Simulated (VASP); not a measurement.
Runs of VASP 6.6.1 on Hf. The structure is that of space group P6_3/mmc (No. 194), or close to it. The cells are those of the table. 

| cell | further INCAR settings | gap on the mesh (eV) | pressure (GPa) |
| --- | --- | --- | --- |
| a = 3.197, b = 3.197, c = 5.247 Å, angles 90.0, 90.0, 120.0°, 2 atoms | ALGO = Fast; EDIFF = 1e-07; NBANDS = 17 | none | -7.6 |
| a = 3.197, b = 3.197, c = 5.816 Å, angles 90.0, 90.0, 120.0°, 2 atoms | ALGO = Fast; EDIFF = 1e-07; NBANDS = 17 | none | -14.5 |
| a = 3.197, b = 3.197, c = 4.299 Å, angles 90.0, 90.0, 120.0°, 2 atoms | ALGO = Fast; EDIFF = 1e-06; NBANDS = 17 | none | 19.3 |
| a = 3.197, b = 3.197, c = 5.437 Å, angles 90.0, 90.0, 120.0°, 2 atoms | ALGO = Fast; EDIFF = 1e-06; NBANDS = 17 | none | -10.4 |
| a = 3.197, b = 3.197, c = 4.868 Å, angles 90.0, 90.0, 120.0°, 2 atoms | ALGO = Fast; EDIFF = 1e-06; NBANDS = 17 | none | (b) |
| a = 3.197, b = 3.197, c = 4.489 Å, angles 90.0, 90.0, 120.0°, 2 atoms | ALGO = Fast; EDIFF = 1e-06; NBANDS = 17 | none | 11.8 |
| a = 3.197, b = 3.197, c = 5.627 Å, angles 90.0, 90.0, 120.0°, 2 atoms | ALGO = Fast; EDIFF = 1e-06; NBANDS = 17 | none | (a) |
| a = 3.197, b = 3.197, c = 5.721 Å, angles 90.0, 90.0, 120.0°, 2 atoms | ALGO = Fast; EDIFF = 1e-06; NBANDS = 17 | none | -13.7 |

Alike in all rows: task single point; level PBEsol; potentials or basis VASP PAW PBE potentials, release 64 (Hf_pv); no spin polarisation; k mesh 18 × 18 × 10; cutoff (eV) 520; smearing gaussian 0.15 eV.

Problem. Fill in the values left out.

Solution. (a) -12.8; (b) 0.2.

Caveats: the PAW data sets were made with another functional, which shifts forces and pressure a little; spin-orbit coupling is left out, which moves the levels of the heavy elements.

A k mesh can miss the band edges, and the runs leave out spin-orbit coupling on Hf.

A gap of «none» marks levels without a gap at the run's occupations.
